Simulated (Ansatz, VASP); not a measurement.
# MgO in VASP and in Ansatz

```
Mg O
1.0
     3.45108    0.00000    0.00000
    -1.72554    2.98873    0.00000
     0.00000    0.00000    4.13764
Mg O
2 2
Direct
  0.66667 0.33333 0.75000
  0.33333 0.66667 0.25000
  0.66667 0.33333 0.25000
  0.33333 0.66667 0.75000
```

Alike in both runs: functional LDA; k mesh 6 × 6 × 4; no spin polarisation.

Ansatz relaxed the structure, and its values are those at the end. VASP's run is a single point on that final structure, the one shown.

|  | VASP | Ansatz |
| --- | --- | --- |
| version | VASP 6.6.1 | Ansatz 0.2.0 |
| potentials or method | VASP PAW LDA potentials, release 64 (Mg_sv, O) | plane waves, PAW |
| plane-wave cutoff (eV) | 840 | 420 |
| occupations | gaussian, width 0.01 eV | fixed |
| valence electrons in the cell | 32 | 32 |

|  | VASP | Ansatz | Ansatz less VASP |
| --- | --- | --- | --- |
| pressure (GPa) | 0.6 | 0.0 | -0.57 |

LDA's correlation is that of Perdew and Zunger in VASP and of Perdew and Wang (1992) in Ansatz.
